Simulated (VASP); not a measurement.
# HfS2 (P-3m1) in VASP: single point with HSE06

Aim: the single point of HfS2 with HSE06.

Everything below comes from runs of VASP 6.6.1. Logs are shortened: lines on timing, memory, paths and dates and some standing lists are left out, and cuts for length are marked.

### Step 1. The cell of the first run

Symmetry: P-3m1, No. 164, trigonal system. The conventional cell has a = 3.776 Å, b = 3.776 Å, c = 6.115 Å, α = 90.00°, β = 90.00°, γ = 120.00°. Hf (site symmetry -3m) has 6 S at 2.58 Å within 3.4 Å. S (site symmetry 3m) has 3 Hf at 2.58 Å and 3 S at 3.51 Å within 3.6 Å.

### Step 2. Single point, HSE06 (strain +4.0%)

Contents of POSCAR:

```
HfS2
1.0
    3.7761808978      0.0000000000      0.0000000000
   -1.8880904489      3.2702685868      0.0000000000
    0.0000000000      0.0000000000      6.1150302787
Hf S
1 2
Direct
    0.0000000000      0.0000000000      0.0000000000
    0.6666666667      0.3333333333      0.7747467210
    0.3333333333      0.6666666667      0.2252532790
```

Contents of INCAR.step1:

```
ALGO = Normal
EDIFF = 1E-5
ENCUT = 400
GGA = PE
GGA_COMPAT = False
ISIF = 2
ISMEAR = 0
LASPH = True
LREAL = False
LWAVE = True
NBANDS = 18
NELM = 120
PREC = Accurate
SIGMA = 0.01
```

Contents of INCAR.step2:

```
ALGO = Normal
EDIFF = 1E-6
ENCUT = 400
GGA = PE
GGA_COMPAT = False
HFSCREEN = 0.2079
ISIF = 2
ISMEAR = 0
ISTART = 1
LASPH = True
LCHARG = True
LELF = True
LHFCALC = True
LREAL = False
LVHAR = True
LWAVE = False
NBANDS = 18
NELM = 120
PREC = Accurate
PRECFOCK = Normal
SIGMA = 0.01
```

Contents of KPOINTS:

```
k-points
0
Gamma
  6 6 4
```

Potentials or basis: VASP PAW PBE potentials, release 64 (Hf_pv, S).

Command:

```sh
> cat potpaw_PBE.64/Hf_pv/POTCAR potpaw_PBE.64/S/POTCAR > POTCAR
> cp INCAR.step1 INCAR
> mpirun -np 1 vasp_std > vasp.out
> cp INCAR.step2 INCAR
> mpirun -np 1 vasp_std > vasp.out
```

OUTCAR:

```text
EDIFF = 1E-6
   ENCUT = 400
   GGA = PE
   HFSCREEN = 0.2079
   ISIF = 2
   ISMEAR = 0
   ISTART = 1
   LASPH = True
   LHFCALC = True
   LREAL = False
   NELM = 120
   PREC = Accurate
   PRECFOCK = Normal

 ion  position               nearest neighbor table
   1  0.000  0.000  0.000-   2 2.58   3 2.58   2 2.58   3 2.58   2 2.58   3 2.58
   2  0.667  0.333  0.775-   1 2.58   1 2.58   1 2.58
   3  0.333  0.667  0.225-   1 2.58   1 2.58   1 2.58

  LATTYP: Found a hexagonal cell.
 ALAT       =     3.7761808978
 C/A-ratio  =     1.6193689985

  Lattice vectors:

 A1 = (   3.7761808978,   0.0000000000,   0.0000000000)
 A2 = (  -1.8880904489,   3.2702685868,   0.0000000000)
 A3 = (   0.0000000000,   0.0000000000,   6.1150302787)

Analysis of symmetry for initial positions (statically):
=====================================================================
 Subroutine PRICEL returns:
 Original cell was already a primitive cell.

 Routine SETGRP: Setting up the symmetry group for a
 hexagonal supercell.

 Subroutine GETGRP returns: Found 12 space group operations
 (whereof 12 operations were pure point group operations)
 out of a pool of 24 trial point group operations.

The static configuration has the point symmetry D_3d.

Analysis of symmetry for dynamics (positions and initial velocities):
=====================================================================
 Subroutine PRICEL returns:
 Original cell was already a primitive cell.

 Routine SETGRP: Setting up the symmetry group for a
 hexagonal supercell.

 Subroutine GETGRP returns: Found 12 space group operations
 (whereof 12 operations were pure point group operations)
 out of a pool of 24 trial point group operations.

The dynamic configuration has the point symmetry D_3d.

 Subroutine INISYM returns: Found 12 space group operations
 (whereof 12 operations are pure point group operations),
 and found     1 'primitive' translations

----------------------------------------------------------------------------------------

                                     Primitive cell

  volume of cell :      75.5153

  direct lattice vectors                    reciprocal lattice vectors
     3.776180898  0.000000000  0.000000000     0.264817822  0.152892641  0.000000000
    -1.888090449  3.270268587  0.000000000     0.000000000  0.305785281  0.000000000
     0.000000000  0.000000000  6.115030279     0.000000000  0.000000000  0.163531488

  length of vectors
     3.776180898  3.776180898  6.115030279     0.305785281  0.305785281  0.163531488

  position of ions in fractional coordinates (direct lattice)
     0.000000000  0.000000000  0.000000000
     0.666666667  0.333333333  0.774746721
     0.333333333  0.666666667  0.225253279

  ion indices of the primitive-cell ions
   primitive index   ion index
                 1           1
                 2           2
                 3           3

----------------------------------------------------------------------------------------

 KPOINTS: k-points

Automatic generation of k-mesh.
 Grid dimensions read from file:
 generate k-points for:    6    6    4

 Generating k-lattice:

  Cartesian coordinates                     Fractional coordinates (reciprocal lattice)
     0.044136304  0.025482107  0.000000000     0.166666667 -0.000000000  0.000000000
     0.000000000  0.050964214  0.000000000     0.000000000  0.166666667  0.000000000
     0.000000000  0.000000000  0.040882872     0.000000000  0.000000000  0.250000000

  Length of vectors
     0.050964214  0.050964214  0.040882872

  Shift w.r.t. Gamma in fractional coordinates (k-lattice)
     0.000000000  0.000000000  0.000000000

 Subroutine IBZKPT returns following result:
 ===========================================

 Found     24 irreducible k-points:

 Following reciprocal coordinates:
            Coordinates               Weight
  0.000000  0.000000  0.000000      1.000000
  0.166667  0.000000  0.000000      6.000000
  0.333333  0.000000  0.000000      6.000000
  0.500000  0.000000  0.000000      3.000000
  0.166667  0.166667  0.000000      6.000000
  0.333333  0.166667  0.000000     12.000000
[... 16 lines left out ...]
  0.333333  0.166667  0.500000     12.000000
  0.333333  0.333333  0.500000      2.000000
   k-points           NKPTS =     24   k-points in BZ     NKDIM =    144   number of bands    NBANDS=     18
   number of dos      NEDOS =    301   number of ions     NIONS =      3
   total plane-waves  NPLWV =  31360
   dimension x,y,z NGX =    28 NGY =   28 NGZ =   40
   dimension x,y,z NGXF=    56 NGYF=   56 NGZF=   80
   ions per type =               1   2
   NGX,Y,Z   is equivalent  to a cutoff of  12.33, 12.33, 10.87 a.u.
   NGXF,Y,Z  is equivalent  to a cutoff of  24.65, 24.65, 21.75 a.u.
 SYSTEM =  unknown system
   PREC   = accura    normal or accurate (medium, high low for compatibility)
   ISTART =      1    job   : 0-new  1-cont  2-samecut
   ICHARG =      0    charge: 1-file 2-atom 10-const
   ISPIN  =      1    spin polarized calculation?
   LNONCOLLINEAR =      F non collinear calculations
   LSORBIT =      F    spin-orbit coupling
   LASPH  =      T    aspherical Exc in radial PAW
   ENCUT  =  400.0 eV  29.40 Ry    5.42 a.u.   6.16  6.16  9.97*2*pi/ulx,y,z
   NELM   =    120;   NELMIN=  2; NELMDL=  0     # of ELM steps
   EDIFF  = 0.1E-05   stopping-criterion for ELM
   LREAL  =      F    real-space projection
   EDIFFG = 0.1E-04   stopping-criterion for IOM
   NSW    =      0    number of steps for IOM
   IBRION =     -1    ionic relax: 0-MD 1-quasi-New 2-CG
   NFREE  =      0    steps in history (QN), initial steepest desc. (CG)
   ISIF   =      2    stress and relaxation
   ISYM   =      3    0-nonsym 1-usesym 2-fastsym
   POTIM  = 0.5000    time-step for ionic-motion
   TEBEG  =    0.0;   TEEND  =   0.0 temperature during run
   PSTRESS=    0.0 pullay stress
   NELECT =      22.0000    total number of electrons
   NUPDOWN=      -1.0000    fix difference up-down
   EMIN   =  10.00;   EMAX   =-10.00  energy-range for DOS
   EFERMI =   0.00;   METHOD = LEGACY
   ISMEAR =     0;   SIGMA  =   0.01  broadening in eV -4-tet -1-fermi 0-gaus
   EFERMI_NEDOS =   21; number of points for ismear=-14 and -15
   IALGO  =     38    algorithm
   IMIX   =      1    mixing-type and parameters
     AMIX     =   0.40;   BMIX     =  1.00
     AMIX_MAG =   1.60;   BMIX_MAG =  1.00
  volume/ion in A,a.u.               =      25.17       169.87
  Fermi-wavevector in a.u.,A,eV,Ry     =   1.085269  2.050861 16.025065  1.177809
  Thomas-Fermi vector in A             =   2.221379
   LORBIT       =      0    0 simple, 1 ext, 2 COOP (PROOUT), +10 PAW based schemes
   GGA     = PE    functional components
   LHFCALC =     T    Hartree Fock is set to
   PRECFOCK=normal    Normal, Fast or Accurate (Low or Medium for compatibility)
   ENCUT4O =  -1.0   cutoff for four orbital integrals eV
   NKREDX  =     1    reduce k-point grid by
   NKREDY  =     1    reduce k-point grid by
   NKREDZ  =     1    reduce k-point grid by
   AEXX    =    0.2500 exact exchange contribution
   HFSCREEN=    0.2079 screening length (either q_TF or 0.3 A-1)
   HFSCREENC=   0.2079 screening length for correlation (either q_TF or 0.3 A-1)
   ENCUTFOCK=  -1.0 apply spherical cutoff to Coloumb kernel
   IVDW    =     0    specifies the selected vdW correction
   LEPSILON=     F    determine dielectric tensor
   LRPA    =     F    only Hartree local field effects (RPA)
 non-spin polarized calculation
 Gauss-broadening in eV      SIGMA  =   0.01
  energy-cutoff  :      400.00
  volume of cell :       75.52
 maximum number of plane-waves:      1398
 NGX is ok and might be reduce to    28
  NGX = 20; NGY = 20; NGZ = 30

 number of electron      22.0000006 magnetization

 Free energy of the ion-electron system (eV)
  ---------------------------------------------------
  ext. energy  EPLUGINS =         0.00000000
  ---------------------------------------------------
  free energy    TOTEN  =       -26.85351412 eV

  energy without entropy =      -26.85351412  energy(sigma->0) =      -26.85351412

 E-fermi :   1.7018     XC(G=0):  -7.4953

 val. band max:        1.6459024619   @ k =   0.1667   0.0000   0.0000
 cond. band min:       3.9114510817   @ k =   0.5000   0.0000   0.5000
 fundamental gap:      2.2655486197
 Fermi energy:         1.7018420109

 k-point     1 :       0.0000    0.0000    0.0000
  band No.  band energies     occupation
      1     -31.3762      2.00000
      2     -31.2457      2.00000
      3     -31.2457      2.00000
      4     -12.4366      2.00000
      5     -10.7075      2.00000
      6      -2.8794      2.00000
[... 10 lines left out ...]
     17       8.2525      0.00000
     18       8.3015      0.00000

 k-point     2 :       0.1667    0.0000    0.0000
  band No.  band energies     occupation
      1     -31.3694      2.00000
      2     -31.2858      2.00000
      3     -31.2550      2.00000
      4     -12.1380      2.00000
      5     -10.7743      2.00000
      6      -2.5423      2.00000
[... 10 lines left out ...]
     17       8.9456      0.00000
     18       9.9857      0.00000

 k-point     3 :       0.3333    0.0000    0.0000
  band No.  band energies     occupation
      1     -31.3658      2.00000
      2     -31.3551      2.00000
      3     -31.2735      2.00000
      4     -11.4833      2.00000
      5     -10.8849      2.00000
      6      -2.6106      2.00000
[... 10 lines left out ...]
     17       9.6725      0.00000
     18      10.5778      0.00000

 k-point     4 :       0.5000    0.0000    0.0000
  band No.  band energies     occupation
      1     -31.4043      2.00000
      2     -31.3490      2.00000
      3     -31.2827      2.00000
      4     -11.2002      2.00000
      5     -10.8351      2.00000
      6      -3.3466      2.00000
[... 375 lines left out ...]
      4     -11.5432      2.00000
      5     -10.9952      2.00000
      6      -2.2217      2.00000
[... 10 lines left out ...]
     17      10.6707      0.00000
     18      11.0488      0.00000

 k-point    23 :       0.3333    0.1667    0.5000
  band No.  band energies     occupation
      1     -31.3838      2.00000
      2     -31.3492      2.00000
      3     -31.3034      2.00000
      4     -11.1359      2.00000
      5     -10.9011      2.00000
      6      -2.9592      2.00000
[... 10 lines left out ...]
     17       9.8545      0.00000
     18      10.0507      0.00000

 k-point    24 :       0.3333    0.3333    0.5000
  band No.  band energies     occupation
      1     -31.3557      2.00000
      2     -31.3557      2.00000
      3     -31.3461      2.00000
      4     -10.9323      2.00000
      5     -10.9323      2.00000
      6      -2.3835      2.00000
[... 10 lines left out ...]
     17      10.8180      0.00000
     18      11.1958      0.00000

------------------------ aborting loop because EDIFF is reached ----------------------------------------

  FORCE on cell =-STRESS in cart. coord.  units (eV):
  Direction    XX          YY          ZZ          XY          YZ          ZX
  --------------------------------------------------------------------------------------
  -------------------------------------------------------------------------------------
  Total       -2.9905030     -2.9905030     -0.3414954     -0.0000000      0.0000000     -0.0000000
  in kB      -63.4483005    -63.4483005     -7.2453712     -0.0000000      0.0000000     -0.0000000
  external PRESSURE =     -44.7139907 kB  Pullay stress =       0.0000000 kB

 VOLUME and BASIS-vectors are now :
 -----------------------------------------------------------------------------
  energy-cutoff  :      400.00
  volume of cell :       75.52
      direct lattice vectors                 reciprocal lattice vectors
     3.776180898  0.000000000  0.000000000     0.264817822  0.152892641  0.000000000
    -1.888090449  3.270268587  0.000000000     0.000000000  0.305785281  0.000000000
     0.000000000  0.000000000  6.115030279     0.000000000  0.000000000  0.163531488

 POSITION                                       TOTAL-FORCE (eV/Angst)
 -----------------------------------------------------------------------------------
      0.00000      0.00000      0.00000        -0.000000      0.000000      0.000000
      1.88809      1.09009      4.73760         0.000000      0.000000      0.194599
     -0.00000      2.18018      1.37743         0.000000     -0.000000     -0.194599
 -----------------------------------------------------------------------------------
    total drift:                                0.000000      0.000000      0.000005

  FREE ENERGIE OF THE ION-ELECTRON SYSTEM (eV)
  ---------------------------------------------------
  free  energy   TOTEN  =       -26.8535141164 eV

  energy  without entropy=      -26.8535141164  energy(sigma->0) =      -26.85351412
```

Run time: 34 min. Hardware: 1 thread of Intel Xeon Platinum 8488C (Sapphire Rapids), shared host; peak memory 0.3 GiB.

Results:

```yaml
Free_energy: -26.8535 eV
Pressure: -4.5 GPa
Largest_force: 0.195 eV/Å
Band_gap_on_the_k_mesh: 2.27 eV (least direct gap 2.80 eV)
```

Forces in eV/Å, atoms in the order of the input:
```
Hf   0.000  0.000  0.000
S    0.000  0.000  0.195
S    0.000  0.000 -0.195
```

Stress tensor (GPa, compression positive):
```
-6.34  0.00  0.00
 0.00 -6.34  0.00
 0.00  0.00 -0.72
```

Caveat: the cell differs from its parent crystal (strain +4.0%); the stress differs along the axes, from -6 to -1 GPa; the PAW data sets were made with another functional, which shifts forces and pressure a little; spin-orbit coupling is left out, which moves the levels of the heavy elements; this functional lacks dispersion, which binds layers or chains, so the pressure and a relaxed spacing across them are unreliable. A k mesh can miss the band edges.
